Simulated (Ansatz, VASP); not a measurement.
InSe5 in VASP and in Ansatz

```
In Se
1.0
     0.00000    4.32153    4.32153
     4.32153    0.00000    4.32153
     4.32153    4.32153    0.00000
In Se
1 5
Direct
  0.00000 0.00000 0.00000
  0.12500 0.62500 0.62500
  0.62500 0.62500 0.62500
  0.62500 0.12500 0.62500
  0.62500 0.62500 0.12500
  0.25000 0.25000 0.25000
```

Change from the starting cell: species swapped into the DyCu5 type (F-43m, No. 216).

Alike in both runs: task single point; functional PBE; k mesh 4 × 4 × 4; occupations gaussian, width 0.1 eV; no spin polarisation.

```csv
,VASP,Ansatz
version,VASP 6.6.1,Ansatz 0.2.0
potentials or method,"VASP PAW PBE potentials, release 64 (In_d, Se), cutoff 520 eV","scalar-relativistic, plane waves, PAW"
valence electrons in the cell,43,93
```

|  | VASP | Ansatz | Ansatz less VASP |
| --- | --- | --- | --- |
| gap on the k mesh at the Fermi level (eV) | none | none | - |
| pressure (GPa) | -4.4 | -4.3 | +0.01 |

A gap of «none» marks a metal or a gap that the smearing closes. The functional is the same, so the differences come from potentials, cutoffs and numerics. VASP's potentials hold 43 valence electrons a cell and Ansatz's 93, so a difference there can come from the potentials and not from the codes.
